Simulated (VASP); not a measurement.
Input of a VASP 6.6.1 run:

Contents of POSCAR:

```
Pt
1.0
    2.7526028818      0.0000000000      0.0000000000
   -1.3763014409      2.3838240222      0.0000000000
    0.0000000000      0.0000000000      9.3305721025
Pt
4
Direct
    0.0000000000      0.0000000000      0.0000000000
    0.0000000000      0.0000000000      0.5000000000
    0.3333333333      0.6666666667      0.7500000000
    0.6666666667      0.3333333333      0.2500000000
```

File INCAR.step1:

```
ALGO = Normal ; EDIFF = 1E-4
ENCUT = 520 ; GGA = PE
ISMEAR = 0 ; LASPH = True
LCHARG = False ; LREAL = False
LWAVE = True ; NBANDS = 28
NELM = 100 ; PREC = Accurate
SIGMA = 0.1
```

The input INCAR.step2:

```
ALGO = Normal ; EDIFF = 1E-6
ENCUT = 520 ; ISIF = 2
ISMEAR = 0 ; ISTART = 1
LASPH = True ; LCHARG = False
LMIXTAU = True ; LREAL = False
LWAVE = False ; METAGGA = R2SCAN
NBANDS = 28 ; NELM = 100
PREC = Accurate ; SIGMA = 0.1
```

The input KPOINTS:

```
k-points
0
Gamma
  6 6 2
```

Potentials or basis: VASP PAW PBE potentials, release 64 (Pt).

The run is started by

```console
$ cat potpaw_PBE.64/Pt/POTCAR > POTCAR
$ cp INCAR.step1 INCAR
$ mpirun -np 1 vasp_std > vasp.out
$ cp INCAR.step2 INCAR
$ mpirun -np 1 vasp_std > vasp.out
```

(1) What does it give for the band gap on the k mesh?

(2) What does it give for the pressure?

## Answers

(1) zero (band 20 reaches 11.18 eV, above the bottom of band 21 at 9.78 eV).

(2) 0.7 GPa.

Caveat: the k points lie up to 0.44 Å⁻¹ apart; the PAW data sets were made with another functional, which shifts forces and pressure a little; spin-orbit coupling is left out, which moves the levels of the heavy elements.
